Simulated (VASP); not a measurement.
# Ti2GaS3 (P-6m2) in VASP: further runs

Ti2GaS3 is run at these levels: PBE; tasks: single point.

Program: VASP 6.6.1. These are calculated values, not measurements. Logs are shortened: lines on timing, memory, paths and dates and some standing lists are left out, and cuts for length are marked.

### 1 The cell of the first run

Symmetry: P-6m2, No. 187, hexagonal system. Conventional cell: a = 3.325 Å, b = 3.325 Å, c = 10.823 Å, α = 90.00°, β = 90.00°, γ = 120.00°. Ti (site symmetry 3m) has 6 S at 2.43 to 2.52 Å and 7 Ti at 3.28 to 3.33 Å within 3.4 Å. Ga (site symmetry -6m2) has 6 S at 2.99 Å and 6 Ga at 3.33 Å and 2 Ti at 3.77 Å within 3.9 Å. S (site symmetry 3m) has 3 Ti at 2.43 Å and 3 Ga at 2.99 Å and 7 S at 3.12 to 3.33 Å within 3.4 Å. Within 3.4 Å of S (site symmetry -6m2) lie 6 Ti at 2.52 Å and 8 S at 3.12 to 3.33 Å.

### 2 Single point, PBE

The input, INCAR:

```
SYSTEM = Ti2GaS3
  ALGO = Normal
  EDIFF = 1E-7
  ENCUT = 520
  GGA = PE
  ISIF = 2
  ISMEAR = 0
  LASPH = .TRUE.
  LCHARG = .TRUE.
  LELF = .TRUE.
  LREAL = .FALSE.
  LVHAR = .TRUE.
  LWAVE = .FALSE.
  NBANDS = 36
  NELM = 80
  PREC = Accurate
  SIGMA = 0.1
```

The input, KPOINTS:

```
k-points
0
G
  12 12 4
  0 0 0
```

The input, POSCAR:

```
Ti2GaS3
1.0
    3.3253834921      0.0000000000      0.0000000000
   -1.6626917460      2.8798665815      0.0000000000
    0.0000000000      0.0000000000     10.8231733408
Ti Ga S
2 1 3
Direct
    0.0000000000      0.0000000000      0.3485740472
    0.0000000000      0.0000000000      0.6514259528
    0.0000000000      0.0000000000      0.0000000000
    0.3333333333      0.6666666667      0.2112835351
    0.3333333333      0.6666666667      0.5000000000
    0.3333333333      0.6666666667      0.7887164649
```

Potentials or basis: VASP PAW PBE potentials, release 64 (Ti_sv, Ga_d, S).

The run is started by

```bash
> cat potpaw_PBE.64/Ti_sv/POTCAR potpaw_PBE.64/Ga_d/POTCAR potpaw_PBE.64/S/POTCAR > POTCAR
> mpirun -np 1 vasp_std > vasp.out
```

OUTCAR:

```text
SYSTEM = Ti2GaS3
   EDIFF = 1E-7
   ENCUT = 520
   GGA = PE
   ISIF = 2
   ISMEAR = 0
   LASPH = .TRUE.
   LREAL = .FALSE.
   NELM = 80
   PREC = Accurate

 ion  position               nearest neighbor table
   1  0.000  0.000  0.349-   4 2.43   4 2.43   4 2.43   5 2.52   5 2.52   5 2.52
   2  0.000  0.000  0.651-   6 2.43   6 2.43   6 2.43   5 2.52   5 2.52   5 2.52
   3  0.000  0.000  0.000-
   4  0.333  0.667  0.211-   1 2.43   1 2.43   1 2.43
   5  0.333  0.667  0.500-   1 2.52   2 2.52   1 2.52   2 2.52   1 2.52   2 2.52
   6  0.333  0.667  0.789-   2 2.43   2 2.43   2 2.43

  LATTYP: Found a hexagonal cell.
 ALAT       =     3.3253834921
 C/A-ratio  =     3.2547143409

  Lattice vectors:

 A1 = (   3.3253834921,   0.0000000000,   0.0000000000)
 A2 = (  -1.6626917460,   2.8798665815,   0.0000000000)
 A3 = (   0.0000000000,   0.0000000000,  10.8231733408)

Analysis of symmetry for initial positions (statically):
=====================================================================
 Subroutine PRICEL returns:
 Original cell was already a primitive cell.

 Routine SETGRP: Setting up the symmetry group for a
 hexagonal supercell.

 Subroutine GETGRP returns: Found 12 space group operations
 (whereof 12 operations were pure point group operations)
 out of a pool of 24 trial point group operations.

The static configuration has the point symmetry D_3h.

Analysis of symmetry for dynamics (positions and initial velocities):
=====================================================================
 Subroutine PRICEL returns:
 Original cell was already a primitive cell.

 Routine SETGRP: Setting up the symmetry group for a
 hexagonal supercell.

 Subroutine GETGRP returns: Found 12 space group operations
 (whereof 12 operations were pure point group operations)
 out of a pool of 24 trial point group operations.

The dynamic configuration has the point symmetry D_3h.

 Subroutine INISYM returns: Found 12 space group operations
 (whereof 12 operations are pure point group operations),
 and found     1 'primitive' translations

----------------------------------------------------------------------------------------

                                     Primitive cell

  volume of cell :     103.6499

  direct lattice vectors                    reciprocal lattice vectors
     3.325383492  0.000000000  0.000000000     0.300717196  0.173619154  0.000000000
[... 97 lines left out ...]
   NSW    =      0    number of steps for IOM
   IBRION =     -1    ionic relax: 0-MD 1-quasi-New 2-CG
   NFREE  =      0    steps in history (QN), initial steepest desc. (CG)
   ISIF   =      2    stress and relaxation
   ISYM   =      2    0-nonsym 1-usesym 2-fastsym
   POTIM  = 0.5000    time-step for ionic-motion
   TEBEG  =    0.0;   TEEND  =   0.0 temperature during run
   PSTRESS=    0.0 pullay stress
   NELECT =      55.0000    total number of electrons
   NUPDOWN=      -1.0000    fix difference up-down
   EMIN   =  10.00;   EMAX   =-10.00  energy-range for DOS
   EFERMI =   0.00;   METHOD = LEGACY
   ISMEAR =     0;   SIGMA  =   0.10  broadening in eV -4-tet -1-fermi 0-gaus
   EFERMI_NEDOS =   21; number of points for ismear=-14 and -15
   IALGO  =     38    algorithm
   IMIX   =      4    mixing-type and parameters
     AMIX     =   0.40;   BMIX     =  1.00
     AMIX_MAG =   1.60;   BMIX_MAG =  1.00
  volume/ion in A,a.u.               =      17.27       116.58
  Fermi-wavevector in a.u.,A,eV,Ry     =   1.325377  2.504600 23.900329  1.756625
  Thomas-Fermi vector in A             =   2.454843
   LORBIT       =      0    0 simple, 1 ext, 2 COOP (PROOUT), +10 PAW based schemes
   GGA     = PE    functional components
   LHFCALC =     F    Hartree Fock is set to
   AEXX    =    0.0000 exact exchange contribution
   IVDW    =     0    specifies the selected vdW correction
   LEPSILON=     F    determine dielectric tensor
   LRPA    =     F    only Hartree local field effects (RPA)
 non-spin polarized calculation
 Gauss-broadening in eV      SIGMA  =   0.10
  energy-cutoff  :      520.00
  volume of cell :      103.65
 maximum number of plane-waves:      2808
 NGX is ok and might be reduce to    28
   NGX = 13   NGY = 13   NGZ = 41

 number of electron      55.0000020 magnetization

 Free energy of the ion-electron system (eV)
  ---------------------------------------------------
  ext. energy  EPLUGINS =         0.00000000
  ---------------------------------------------------
  free energy    TOTEN  =       -37.56359598 eV

  energy without entropy =      -37.54212986  energy(sigma->0) =      -37.55286292

 E-fermi :   7.2164     XC(G=0): -10.9046

 val. band max:        7.2094919341   @ k =   0.3333   0.2500   0.0000
 cond. band min:       7.2264133279   @ k =   0.2500   0.0000   0.0000
 fundamental gap:      0.0169213938
 Fermi energy:         7.2164192235

 k-point     1 :       0.0000    0.0000    0.0000
  band No.  band energies     occupation
      1     -49.8572      2.00000
      2     -49.8517      2.00000
      3     -26.2077      2.00000
      4     -26.1325      2.00000
      5     -26.0462      2.00000
      6     -26.0462      2.00000
[... 925 lines left out ...]
     35       9.8652      0.00000
     36      10.3444      0.00000

 [... further k-points ...]

------------------------ aborting loop because EDIFF is reached ----------------------------------------

  FORCE on cell =-STRESS in cart. coord.  units (eV):
  Direction    XX          YY          ZZ          XY          YZ          ZX
  --------------------------------------------------------------------------------------
  -------------------------------------------------------------------------------------
  Total        0.0044432      0.0044432      0.0223875      0.0000000     -0.0000000      0.0000000
  in kB        0.0686805      0.0686805      0.3460569      0.0000000     -0.0000000      0.0000000
  external PRESSURE =       0.1611393 kB  Pullay stress =       0.0000000 kB

 VOLUME and BASIS-vectors are now :
 -----------------------------------------------------------------------------
  energy-cutoff  :      520.00
  volume of cell :      103.65
      direct lattice vectors                 reciprocal lattice vectors
     3.325383492  0.000000000  0.000000000     0.300717196  0.173619154  0.000000000
    -1.662691746  2.879866581  0.000000000     0.000000000  0.347238308  0.000000000
     0.000000000  0.000000000 10.823173341     0.000000000  0.000000000  0.092394344

 POSITION                                       TOTAL-FORCE (eV/Angst)
 -----------------------------------------------------------------------------------
      0.00000      0.00000      3.77268         0.000000      0.000000      0.012899
      0.00000      0.00000      7.05050         0.000000      0.000000     -0.012899
      0.00000      0.00000      0.00000        -0.000000     -0.000000     -0.000000
     -0.00000      1.91991      2.28676        -0.000000     -0.000000     -0.011332
     -0.00000      1.91991      5.41159        -0.000000     -0.000000     -0.000000
     -0.00000      1.91991      8.53642        -0.000000     -0.000000      0.011332
 -----------------------------------------------------------------------------------
    total drift:                                0.000000     -0.000000      0.000000

  FREE ENERGIE OF THE ION-ELECTRON SYSTEM (eV)
  ---------------------------------------------------
  free  energy   TOTEN  =       -37.5635959793 eV

  energy  without entropy=      -37.5421298595  energy(sigma->0) =      -37.55286292
```

Wall time 2.8 min (1 thread of AMD EPYC 9R45 (Zen 5), shared host); peak memory 0.33 GiB.

Results:

```yaml
Free_energy: -37.5636 eV
Pressure: 0.0 GPa
Largest_force: 0.013 eV/Å
Band_gap_on_the_k_mesh: zero (an odd number of electrons rules out a gap without spin polarisation)
```

Forces in eV/Å, atoms in the order of the input:
```
Ti   0.000  0.000  0.013
Ti   0.000  0.000 -0.013
Ga   0.000  0.000  0.000
S    0.000  0.000 -0.011
S    0.000  0.000  0.000
S    0.000  0.000  0.011
```

Levels at points of the mesh, in eV from the Fermi level:
| k point | band 26 | band 27 | band 28 | band 29 | band 30 | band 31 |
| --- | --- | --- | --- | --- | --- | --- |
| (0.00, 0.00, 0.00) | -1.69 | 0.70 | 0.70 | 0.74 | 1.23 | 2.11 |
| (0.50, 0.00, 0.00) | -2.15 | -0.98 | -0.18 | 0.86 | 1.83 | 2.16 |
| (0.00, 0.00, 0.50) | -0.80 | -0.24 | 0.69 | 0.69 | 1.60 | 2.13 |
| (0.50, 0.00, 0.50) | -2.07 | -0.66 | -0.36 | 1.02 | 1.81 | 1.94 |

Caveat: an odd number of electrons without spin polarisation forces a metal; a magnetic or distorted state may lie lower.

### 3 Single point, PBE

The input, INCAR:

```
ALGO = Normal
EDIFF = 1E-7
ENCUT = 520
GGA = PE
ISIF = 2
ISMEAR = 0
LASPH = T
LCHARG = F
LREAL = F
LWAVE = F
NBANDS = 36
NELM = 60
PREC = Accurate
SIGMA = 0.1
```

The input, KPOINTS:

```
k-points
0
Gamma
  12 12 4
```

The input, POSCAR:

```
Ti2GaS3
1.0
    3.3256111616      0.0000000000      0.0000000000
   -1.6628055808      2.8800637490      0.0000000000
    0.0000000000      0.0000000000     10.8196630112
Ti Ga S
2 1 3
Direct
    0.0000000000      0.0000000000      0.3486044816
    0.0000000000      0.0000000000      0.6513955184
    0.0000000000      0.0000000000      0.0000000000
    0.3333333333      0.6666666667      0.2112045130
    0.3333333333      0.6666666667      0.5000000000
    0.3333333333      0.6666666667      0.7887954870
```

Potentials or basis: VASP PAW PBE potentials, release 64 (Ti_sv, Ga_d, S).

The run is started by

```bash
> cat potpaw_PBE.64/Ti_sv/POTCAR potpaw_PBE.64/Ga_d/POTCAR potpaw_PBE.64/S/POTCAR > POTCAR
> mpirun -np 1 vasp_std > vasp.out
```

It took 2.8 min on 1 thread of AMD EPYC 9R45 (Zen 5), shared host; peak memory 0.33 GiB.

It converged, with:

* Free energy: -37.5636 eV
* Pressure: 0.0 GPa
* Largest force: 0.005 eV/Å
* Band gap on the k mesh: zero (an odd number of electrons rules out a gap without spin polarisation)

Forces in eV/Å, atoms in the order of the input:
```
Ti   0.000  0.000  0.003
Ti   0.000  0.000 -0.003
Ga   0.000  0.000  0.000
S    0.000  0.000 -0.005
S    0.000  0.000  0.000
S    0.000  0.000  0.005
```

Levels at points of the mesh, in eV from the Fermi level:
| k point | band 26 | band 27 | band 28 | band 29 | band 30 | band 31 |
| --- | --- | --- | --- | --- | --- | --- |
| (0.00, 0.00, 0.00) | -1.69 | 0.70 | 0.70 | 0.74 | 1.24 | 2.10 |
| (0.50, 0.00, 0.00) | -2.15 | -0.98 | -0.18 | 0.86 | 1.83 | 2.16 |
| (0.00, 0.00, 0.50) | -0.79 | -0.24 | 0.69 | 0.69 | 1.60 | 2.13 |
| (0.50, 0.00, 0.50) | -2.07 | -0.66 | -0.35 | 1.02 | 1.81 | 1.94 |

Caveat: an odd number of electrons without spin polarisation forces a metal; a magnetic or distorted state may lie lower.

### 4 Single point, PBE, collinear spin

The input, INCAR:

```
SYSTEM = Ti2GaS3
PREC = Accurate ; ENCUT = 520
EDIFF = 1E-6 ; ISMEAR = 0
SIGMA = 0.2 ; LREAL = .False.
LASPH = .True. ; NELM = 150
ALGO = Normal ; ISIF = 2
LWAVE = .False. ; LCHARG = .False.
ISPIN = 2 ; MAGMOM = 1 1 0 0 0 0
LORBIT = 11 ; LMAXMIX = 4
GGA = PE ; NBANDS = 40
```

The input, KPOINTS:

```
regular mesh
0
Gamma
  5 5 2
  0 0 0
```

The input, POSCAR:

```
Ti2GaS3
1.0
    3.3118936313      0.0000000000      0.0000000000
   -1.6559468156      2.8681840193      0.0000000000
    0.0000000000      0.0000000000     10.9321091793
Ti Ga S
2 1 3
Direct
    0.0000000000      0.0000000000      0.3495067399
    0.0000000000      0.0000000000      0.6504932601
    0.0000000000      0.0000000000      0.0000000000
    0.3333333333      0.6666666667      0.2133487488
    0.3333333333      0.6666666667      0.5000000000
    0.3333333333      0.6666666667      0.7866512512
```

Potentials or basis: VASP PAW PBE potentials, release 64 (Ti_sv, Ga_d, S).

The run is started by

```bash
> cat potpaw_PBE.64/Ti_sv/POTCAR potpaw_PBE.64/Ga_d/POTCAR potpaw_PBE.64/S/POTCAR > POTCAR
> mpirun -np 1 vasp_std > vasp.out
```

OUTCAR:

```text
SYSTEM = Ti2GaS3
   PREC = Accurate
   ENCUT = 520
   EDIFF = 1E-6
   ISMEAR = 0
   LREAL = .False.
   LASPH = .True.
   NELM = 150
   ISIF = 2
   ISPIN = 2
   LORBIT = 11
   GGA = PE

 ion  position               nearest neighbor table
   1  0.000  0.000  0.350-   4 2.42   4 2.42   4 2.42   5 2.52   5 2.52   5 2.52
   2  0.000  0.000  0.650-   6 2.42   6 2.42   6 2.42   5 2.52   5 2.52   5 2.52
   3  0.000  0.000  0.000-
   4  0.333  0.667  0.213-   1 2.42   1 2.42   1 2.42
   5  0.333  0.667  0.500-   1 2.52   2 2.52   1 2.52   2 2.52   1 2.52   2 2.52
   6  0.333  0.667  0.787-   2 2.42   2 2.42   2 2.42

  LATTYP: Found a hexagonal cell.
 ALAT       =     3.3118936313
 C/A-ratio  =     3.3008636135

  Lattice vectors:

 A1 = (   3.3118936313,   0.0000000000,   0.0000000000)
 A2 = (  -1.6559468156,   2.8681840193,   0.0000000000)
 A3 = (   0.0000000000,   0.0000000000,  10.9321091793)

[... 1039 lines left out ...]
  --------------------------------------------------------------------------------------
  -------------------------------------------------------------------------------------
  Total        0.2440031      0.2440031      0.0576415      0.0000000      0.0000000      0.0000000
  in kB        3.7645982      3.7645982      0.8893210      0.0000000      0.0000000      0.0000000
  external PRESSURE =       2.8061725 kB  Pullay stress =       0.0000000 kB

 VOLUME and BASIS-vectors are now :
 -----------------------------------------------------------------------------
  energy-cutoff  :      520.00
  volume of cell :      103.85
      direct lattice vectors                 reciprocal lattice vectors
     3.311893631  0.000000000  0.000000000     0.301942064  0.174326332  0.000000000
    -1.655946816  2.868184019  0.000000000     0.000000000  0.348652664  0.000000000
     0.000000000  0.000000000 10.932109179     0.000000000  0.000000000  0.091473657

 POSITION                                       TOTAL-FORCE (eV/Angst)
 -----------------------------------------------------------------------------------
      0.00000      0.00000      3.82085        -0.000000     -0.000000      0.050548
      0.00000      0.00000      7.11126        -0.000000      0.000000     -0.050548
      0.00000      0.00000      0.00000        -0.000000      0.000000      0.000000
     -0.00000      1.91212      2.33235         0.000000     -0.000000     -0.028198
     -0.00000      1.91212      5.46605        -0.000000      0.000000      0.000000
     -0.00000      1.91212      8.59976         0.000000     -0.000000      0.028198
 -----------------------------------------------------------------------------------
    total drift:                                0.000000     -0.000000     -0.000000

  FREE ENERGIE OF THE ION-ELECTRON SYSTEM (eV)
  ---------------------------------------------------
  free  energy   TOTEN  =       -37.5940155446 eV

  energy  without entropy=      -37.5166121239  energy(sigma->0) =      -37.55531383

 total charge

# of ion       s       p       d       tot
------------------------------------------
    1        2.162   6.144   1.945  10.250
    2        2.162   6.144   1.945  10.250
    3        1.174   0.273   9.946  11.394
    4        1.347   2.386   0.000   3.733
    5        1.320   2.446   0.000   3.765
    6        1.347   2.386   0.000   3.733
--------------------------------------------------
tot          9.512  19.779  13.835  43.126

 magnetization (x)

# of ion       s       p       d       tot
------------------------------------------
    1        0.000   0.000   0.000   0.000
    2        0.000   0.000   0.000   0.000
    3       -0.000  -0.000   0.000  -0.000
    4       -0.000  -0.000   0.000  -0.000
    5       -0.000  -0.000   0.000  -0.000
    6       -0.000  -0.000   0.000  -0.000
--------------------------------------------------
tot          0.000  -0.000   0.000   0.000
```

It took 85 s on 1 thread of AMD EPYC 9R45 (Zen 5), shared host; peak memory 0.3 GiB.

Results:

```yaml
Free_energy: -37.5940 eV
Pressure: 0.3 GPa
Largest_force: 0.051 eV/Å
Net_moment: 0.00 μB per cell
Valence_electrons_inside_the_program's_atomic_spheres: Ti 10.25; Ga 11.39; S 3.73, 3.77 (each value once)
```

Forces on the atoms (eV/Å):
```
Ti   0.000  0.000  0.051
Ti   0.000  0.000 -0.051
Ga   0.000  0.000  0.000
S    0.000  0.000 -0.028
S    0.000  0.000  0.000
S    0.000  0.000  0.028
```

Caveat: the k points lie up to 0.44 Å⁻¹ apart.

### 5 Single point, PBE, collinear spin

This run uses another cell than the first one, of 17.60 Å³/atom.

The input, INCAR:

```
SYSTEM = Ti2GaS3
  PREC = Accurate
  ENCUT = 520
  EDIFF = 1E-6
  ISMEAR = 0
  SIGMA = 0.2
  LREAL = .FALSE.
  LASPH = .TRUE.
  NELM = 150
  ALGO = Normal
  ISIF = 2
  LWAVE = .FALSE.
  LCHARG = .FALSE.
  ISPIN = 2
  MAGMOM = 1 1 0 0 0 0
  LORBIT = 11
  LMAXMIX = 4
  GGA = PE
  NBANDS = 40
```

The input, KPOINTS:

```
Automatic mesh
0
G
  5 5 2
  0 0 0
```

The input, POSCAR:

```
Ti2GaS3
1.0
    3.3657659924      0.0000000000      0.0000000000
   -1.6828829962      2.9148388526      0.0000000000
    0.0000000000      0.0000000000     10.7643847898
Ti Ga S
2 1 3
Direct
    0.6666666667      0.3333333333      0.6471438372
    0.6666666667      0.3333333333      0.3528561628
    0.0000000000      0.0000000000      0.0000000000
    0.0000000000      0.0000000000      0.5000000000
    0.3333333333      0.6666666667      0.2171141024
    0.3333333333      0.6666666667      0.7828858976
```

The run is started by

```bash
> cat potpaw_PBE.64/Ti_sv/POTCAR potpaw_PBE.64/Ga_d/POTCAR potpaw_PBE.64/S/POTCAR > POTCAR
> mpirun -np 1 vasp_std > vasp.out
```

Run time: 94 s. Hardware: 1 thread of AMD EPYC 9R45 (Zen 5), shared host; peak memory 0.28 GiB.

The run converged. Its results:

```yaml
Free_energy: -37.4963 eV
Pressure: -0.1 GPa
Largest_force: 0.064 eV/Å
Net_moment: 0.00 μB per cell
Valence_electrons_inside_the_program's_atomic_spheres: Ti 10.25; Ga 11.37; S 3.77, 3.74 (each value once)
```

Forces in eV/Å, atoms in the order of the input:
```
Ti   0.000  0.000  0.022
Ti   0.000  0.000 -0.022
Ga   0.000  0.000  0.000
S    0.000  0.000  0.000
S    0.000  0.000 -0.064
S    0.000  0.000  0.064
```

Stress tensor (GPa, compression positive):
```
-0.23  0.00  0.00
 0.00 -0.23  0.00
 0.00  0.00  0.13
```

Levels at points of the mesh, in eV from the Fermi level:
Spin up:
```
           k point  band 25  band 26  band 27  band 28  band 29  band 30  band 31  band 32
(0.00, 0.00, 0.00)    -1.14    -1.14     0.15     0.15     0.23     0.68     0.68     1.12
(0.00, 0.00, 0.50)    -1.12    -1.12    -0.61     0.15     0.15     0.68     0.68     1.52
```
Spin down:
```tsv
k point	band 25	band 26	band 27	band 28	band 29	band 30	band 31	band 32
(0.00, 0.00, 0.00)	-1.14	-1.14	0.14	0.14	0.23	0.68	0.68	1.12
(0.00, 0.00, 0.50)	-1.12	-1.12	-0.61	0.14	0.14	0.68	0.68	1.52
```

Caveat: the k points lie up to 0.43 Å⁻¹ apart.

### 6 Overview

| spin | cell | k mesh | smearing | gap on the mesh (eV) | pressure (GPa) | moment (μB) | largest force (eV/Å) |
| --- | --- | --- | --- | --- | --- | --- | --- |
| off | a = 3.325, b = 3.325, c = 10.823 Å, angles 90.0, 90.0, 120.0°, 6 atoms, atomic positions A | 12 × 12 × 4 | gaussian 0.1 eV | none | 0.0 | - | 0.01 |
| off | a = 3.326, b = 3.326, c = 10.820 Å, angles 90.0, 90.0, 120.0°, 6 atoms, atomic positions B | 12 × 12 × 4 | gaussian 0.1 eV | none | 0.0 | - | 0.01 |
| collinear | a = 3.312, b = 3.312, c = 10.932 Å, angles 90.0, 90.0, 120.0°, 6 atoms, atomic positions C | 5 × 5 × 2 | gaussian 0.2 eV | none | 0.3 | 0.00 | 0.05 |
| collinear | a = 3.366, b = 3.366, c = 10.764 Å, angles 90.0, 90.0, 120.0°, 6 atoms, atomic positions D | 5 × 5 × 2 | gaussian 0.2 eV | none | -0.1 | 0.00 | 0.06 |

Alike in all rows: task single point; level PBE; potentials or basis VASP PAW PBE potentials, release 64 (Ti_sv, Ga_d, S); cutoff (eV) 520.

Caveats: some runs use coarse meshes; an odd number of electrons without spin polarisation forces a metal (at least some runs); a magnetic or distorted state may lie lower (at least some runs).

Total energies depend on the potentials used, so only differences within one code and one set of settings carry meaning.

The gap in the log of VASP goes by the Fermi energy; the results here count the filled bands.